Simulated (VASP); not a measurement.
Here is a VASP 6.6.1 calculation.

File INCAR:

```
SYSTEM = C18Se
PREC = Accurate
ENCUT = 520
EDIFF = 1E-6
ISMEAR = -1
SIGMA = 0.05
LREAL = Auto
LASPH = .TRUE.
NELM = 80
ALGO = Normal
ISIF = 2
LWAVE = .FALSE.
LCHARG = .FALSE.
GGA = PE
NBANDS = 54
```

Contents of KPOINTS:

```
regular mesh
0
G
  2 2 1
  0 0 0
```

POSCAR

```
C18Se
1.0
    7.3980000000      0.0000000000      0.0000000000
   -3.6990000000      6.4068560000      0.0000000000
    0.0000000000      0.0000000000     12.0000000000
C Se
18 1
Direct
    0.0029174710      0.0059122602      0.0788724167
    0.2240819357      0.1165847960      0.0760943333
    0.0029337229      0.3390772323      0.0804284167
    0.2249960705      0.4482878966      0.0847774167
    0.0029153291      0.6728741835      0.0793468333
    0.2249142708      0.7858369222      0.0835445833
    0.3349731533      0.0048073501      0.0775215833
    0.5599152944      0.1177494859      0.0776233333
    0.3350076638      0.3393072983      0.0784986667
    0.5599776271      0.4514843162      0.0777387500
    0.3344484077      0.6718989782      0.0988628333
    0.5624039103      0.7857972772      0.1018470833
    0.6712379065      0.0107058751      0.0837543333
    0.8927864607      0.1188046056      0.0796860000
    0.6710431114      0.3400140412      0.0762251667
    0.8917756270      0.4503555254      0.0797271667
    0.6711115603      0.6697075758      0.0831710000
    0.8926181863      0.7829525121      0.0787205000
    0.4965088336      0.7594453504      0.2735587500
```

Potentials or basis: VASP PAW PBE potentials, release 64 (C, Se).

Command:

```console
$ cat potpaw_PBE.64/C/POTCAR potpaw_PBE.64/Se/POTCAR > POTCAR
$ mpirun -np 1 vasp_std > vasp.out
```

Problem. Estimate the band gap on the k mesh.

Solution. 0.24 eV, direct.

Problem. What does it give for the largest force?

Solution. 0.375 eV/Å.

Forces on the atoms (eV/Å):
```
C    0.001  0.020  0.005
C    0.019  0.003 -0.009
C    0.032  0.021  0.010
C    0.016 -0.013  0.038
C    0.027  0.010  0.021
C    0.000  0.019  0.053
C    0.018  0.022 -0.002
C    0.019  0.000 -0.049
C   -0.001  0.024 -0.007
C    0.011 -0.004 -0.019
C    0.025  0.050  0.162
C    0.050  0.034 -0.024
C    0.000  0.017 -0.096
C    0.000 -0.005 -0.027
C    0.017  0.014 -0.037
C   -0.005  0.025  0.005
C    0.002  0.029 -0.008
C    0.016  0.015  0.006
Se  -0.247 -0.281 -0.025
```

Caveat: the k points lie up to 0.49 Å⁻¹ apart.
